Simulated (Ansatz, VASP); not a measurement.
## ZnCu2SnS4: VASP beside Ansatz

```
CELL_PARAMETERS angstrom
-2.73558 2.73558 5.46221
2.73558 -2.73558 5.46221
2.73558 2.73558 -5.46221
ATOMIC_POSITIONS crystal
Zn 0.25000 0.75000 0.50000
Cu 0.00000 0.00000 0.00000
Cu 0.75000 0.25000 0.50000
Sn 0.50000 0.50000 0.00000
S 0.37110 0.89560 0.00794
S 0.10440 0.11234 0.47550
S 0.88766 0.36316 0.99206
S 0.63684 0.62890 0.52450
```

Alike in both runs: functional PBE; k mesh 10 × 10 × 10; occupations gaussian, width 0.01 eV; no spin polarisation.

Ansatz relaxed the structure, and its values are those at the end. VASP's run is a single point on that final structure, the one shown.

```csv
,VASP,Ansatz
version,VASP 6.6.1,Ansatz 0.2.0
potentials or method,"VASP PAW PBE potentials, release 64 (Zn, Cu, Sn_d, S), cutoff 520 eV","scalar-relativistic, plane waves, PAW"
valence electrons in the cell,72,88
```

|  | VASP | Ansatz | Ansatz less VASP |
| --- | --- | --- | --- |
| gap on the k mesh at the Fermi level (eV) | 0.07 | 0.04 | -0.026 |
| least direct gap on the mesh (eV) | 0.07 | 0.04 | -0.026 |
| pressure (GPa) | 0.1 | 0.0 | -0.06 |
| rms of the force components (eV/Å) | 0.014 | 0.001 | -0.0122 |

The functional is the same, so the differences come from potentials, cutoffs and numerics. VASP's potentials hold 72 valence electrons a cell and Ansatz's 88, so a difference there can come from the potentials and not from the codes.
